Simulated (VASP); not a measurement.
Wanted: the native input for a VASP 6.6.1 run.

| Property | Result |
| --- | --- |
| Task | relaxation of cell and atoms |
| Functional | PBEsol |
| Potentials or basis | VASP PAW PBE potentials, release 64 (Li_sv, Se) |
| Cutoff | 750 eV |
| k mesh | 6 × 6 × 6 |
| Occupations | gaussian, width 0.01 eV |
| Spin | no spin polarisation |
| Target pressure | 4 GPa |
| Dipole correction | no |
| Further INCAR settings | ALGO = Normal; EDIFF = 1e-07; IBRION = 2; EDIFFG = -0.002; NSW = 100; ISIF = 3 |

The structure of Li2Se lies in POSCAR:

```
Li2Se
1.0
    0.0000000000      2.9723716869      2.9723716869
    2.9723716869      0.0000000000      2.9723716869
    2.9723716869      2.9723716869      0.0000000000
Li Se
2 1
Direct
    0.2500000000      0.2500000000      0.2500000000
    0.7500000000      0.7500000000      0.7500000000
    0.0000000000      0.0000000000      0.0000000000
```

One way to write it, as run:

INCAR

```
PREC     = Accurate       # precision mode
ENCUT    = 750            # plane-wave cutoff, eV
EDIFF    = 1E-7           # SCF threshold, eV
ISMEAR   = 0              # smearing method
SIGMA    = 0.01           # smearing width, eV
LREAL    = False          # projectors in reciprocal space
LASPH    = True           # aspherical terms in the spheres
NELM     = 120            # most SCF steps
ALGO     = Normal         # electronic algorithm
ISIF     = 3              # what is computed and relaxed
LWAVE    = False          # write WAVECAR
LCHARG   = False          # write CHGCAR
GGA      = PS             # functional
IBRION   = 2              # ionic algorithm
NSW      = 100            # ionic steps
EDIFFG   = -0.002         # ionic threshold
PSTRESS  = 40.0         
GGA_COMPAT= False        
NELMIN   = 4
```

KPOINTS

```
Automatic mesh
0
Gamma
  6 6 6
```

Potentials or basis: VASP PAW PBE potentials, release 64 (Li_sv, Se).

Launch:

```console
$ cat potpaw_PBE.64/Li_sv/POTCAR potpaw_PBE.64/Se/POTCAR > POTCAR
$ mpirun -np 1 vasp_std > vasp.out
```

Results of the run:

```
Relaxed volume                                         : 15.96 Å³/atom
Relaxed cell                                           : a = 4.076 Å, b = 4.076 Å, c = 4.076 Å, α = 60.00°, β = 60.00°, γ = 60.00°
Space group after relaxing (to 0.05 Å)                 : Fm-3m (No. 225)
Energy change on relaxing (the enthalpy is what falls) : +18.0 meV/atom
Ionic steps                                            : 5
Pressure after relaxing                                : 4.0 GPa
Band gap on the k mesh                                 : 2.71 eV, indirect (least direct gap 3.78 eV)
```

Caveat: the cell is relaxed towards a set pressure, so the enthalpy falls and the energy may rise; the PAW data sets were made with another functional, which shifts forces and pressure a little.

Wall time 56 s on 1 thread of Intel(R) Xeon(R) Platinum 8488C (Sapphire Rapids), on a shared host, peak memory 0.24 GiB.
